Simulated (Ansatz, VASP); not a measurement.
## One calculation of Sn, two programs

```xyz
2
Lattice="0.0000 3.2333 3.2333 3.2333 0.0000 3.2333 3.2333 3.2333 0.0000" Properties=species:S:1:pos:R:3 pbc="T T T"
Sn    4.8500    4.8500    4.8500
Sn    3.2333    3.2333    3.2333
```

Alike in both runs: task single point; functional PBE; k mesh 7 × 7 × 7; occupations gaussian, width 0.021 eV; no spin polarisation.

|  | VASP | Ansatz |
| --- | --- | --- |
| version | VASP 6.6.1 | Ansatz 0.2.0 |
| potentials or method | VASP PAW PBE potentials, release 64 (Sn_d), cutoff 520 eV | all-electron LAPW, scalar-relativistic |

```csv
,VASP,Ansatz,Ansatz less VASP
gap on the k mesh at the Fermi level (eV),none,none,-
pressure (GPa),3.8,3.8,+0.05
```

A gap of «none» marks a metal or a gap that the smearing closes. Ansatz ran all-electron here, and VASP with PAW potentials.
